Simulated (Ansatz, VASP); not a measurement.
# Two plane-wave programs on Te2Mo

The input POSCAR:

```
Te2Mo
1.0
    3.5370821734      0.0000000000      0.0000000000
   -1.7685410867      3.0632030175      0.0000000000
    0.0000000000      0.0000000000      7.8268794133
Te Mo
2 1
Direct
    0.3333333333      0.6666666667      0.7705211644
    0.3333333333      0.6666666667      0.2294788356
    0.0000000000      0.0000000000      0.0000000000
```

Contents of INCAR.step1:

```
  ALGO = Normal
  EDIFF = 1E-4
  ENCUT = 520
  GGA = PE
  ISMEAR = 0
  LASPH = T
  LCHARG = F
  LREAL = F
  LWAVE = T
  NBANDS = 20
  NELM = 100
  PREC = Accurate
  SIGMA = 0.01
```

Contents of INCAR.step2:

```
  ALGO = Normal
  EDIFF = 1E-6
  ENCUT = 520
  ISIF = 2
  ISMEAR = 0
  ISTART = 1
  LASPH = T
  LCHARG = F
  LMIXTAU = T
  LREAL = F
  LWAVE = F
  METAGGA = R2SCAN
  NBANDS = 20
  NELM = 100
  PREC = Accurate
  SIGMA = 0.01
```

File KPOINTS:

```
k-points
0
Gamma
  12 12 4
```

Input for Ansatz:

```yaml
crystal:
  lattice:
    - [3.5370821734, 0.0, 0.0]
    - [-1.7685410867, 3.0632030175, 0.0]
    - [0.0, 0.0, 7.8268794133]
  atoms:
    - { symbol: Te, position: [0.3333333333, 0.6666666667, 0.7705211644] }
    - { symbol: Te, position: [0.3333333333, 0.6666666667, 0.2294788356] }
    - { symbol: Mo, position: [0.0, 0.0, 0.0] }
kpoints:
  mp_grid: { grid: [12, 12, 4] }
  band_path:
    path:
      - [0.0, 0.0, 0.0]
      - [0.5, 0.0, 0.0]
      - [0.3333333333, 0.3333333333, 0.0]
      - [0.0, 0.0, 0.5]
      - [0.5, 0.0, 0.5]
      - [0.3333333333, 0.3333333333, 0.5]
      - [0.192708, 0.192708, 0.0]
    npoints: 1
hamiltonian:
  xc: r2scan
scf:
  occupations: { method: fixed }
  n_extra_bands: 4
output:
  forces: true
  stress: true
  eigenvalues: true
```

Alike in both runs: task single point; functional r2SCAN; k mesh 12 × 12 × 4; no spin polarisation.

|  | VASP | Ansatz |
| --- | --- | --- |
| version | VASP 6.6.1 | Ansatz 0.2.0 |
| potentials or method | VASP PAW PBE potentials, release 64 (Te, Mo_sv) | plane waves, PAW |
| plane-wave cutoff (eV) | 520 | 500 |
| occupations | gaussian, width 0.01 eV | fixed |
| valence electrons in the cell | 26 | 46 |

VASP gave:

- gap on the k mesh at the Fermi level (eV): 1.14
- pressure (GPa): 1.1
- traceless stress, the component that is largest in VASP (GPa): -0.06
- rms of the force components (eV/Å): 0.004

**Question.** Estimate Ansatz's values.

**Answer.** gap on the k mesh at the Fermi level (eV): 1.14; pressure (GPa): 1.0; traceless stress, the component that is largest in VASP (GPa): -0.11; rms of the force components (eV/Å): 0.008.

VASP's potentials were made for PBE, not for r2SCAN. Atom by atom the forces differ by 0.012 eV/Å (rms over components). VASP's potentials hold 26 valence electrons a cell and Ansatz's 46, so a difference there can come from the potentials and not from the codes.

Spin-orbit coupling is off throughout.
